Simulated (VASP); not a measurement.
A run of VASP 6.6.1:

File INCAR:

```
SYSTEM = InPt3C
PREC     = Accurate       ! precision mode
ENCUT    = 520            ! plane-wave cutoff, eV
EDIFF    = 1E-7           ! SCF threshold, eV
ISMEAR   = -1             ! smearing method
SIGMA    = 0.05           ! smearing width, eV
LREAL    = .FALSE.        ! projectors in reciprocal space
LASPH    = .TRUE.         ! aspherical terms in the spheres
NELM     = 60             ! most SCF steps
ALGO     = Normal         ! electronic algorithm
ISIF     = 2              ! what is computed and relaxed
LWAVE    = .FALSE.        ! write WAVECAR
LCHARG   = .FALSE.        ! write CHGCAR
GGA      = CA             ! functional
NBANDS   = 32             ! bands
```

Contents of KPOINTS:

```
regular mesh
0
G
  6 6 6
  0 0 0
```

File POSCAR:

```
InPt3C
1.0
    4.2585860000      0.0000000000      0.0000000000
    0.0000000000      4.2585860000      0.0000000000
    0.0000000000      0.0000000000      4.2585860000
In Pt C
1 3 1
Direct
    0.0000000000      0.0000000000      0.0000000000
    0.5000000000      0.0000000000      0.5000000000
    0.5000000000      0.5000000000      0.0000000000
    0.0000000000      0.5000000000      0.5000000000
    0.5000000000      0.5000000000      0.5000000000
```

Potentials or basis: VASP PAW LDA potentials, release 64 (In_d, Pt, C).

Launch:

```bash
$ cat potpaw_LDA.64/In_d/POTCAR potpaw_LDA.64/Pt/POTCAR potpaw_LDA.64/C/POTCAR > POTCAR
$ mpirun -np 1 vasp_std > vasp.out
```

Hardware: 1 thread of Intel(R) Xeon(R) 6975P-C (Granite Rapids), with other jobs on the host.

Q: How long does it take, and how much memory?

A: Wall time 14 s on 1 thread of Intel(R) Xeon(R) 6975P-C (Granite Rapids), on a shared host, peak memory 0.18 GiB. Counts: scf iterations 14, k points 20.
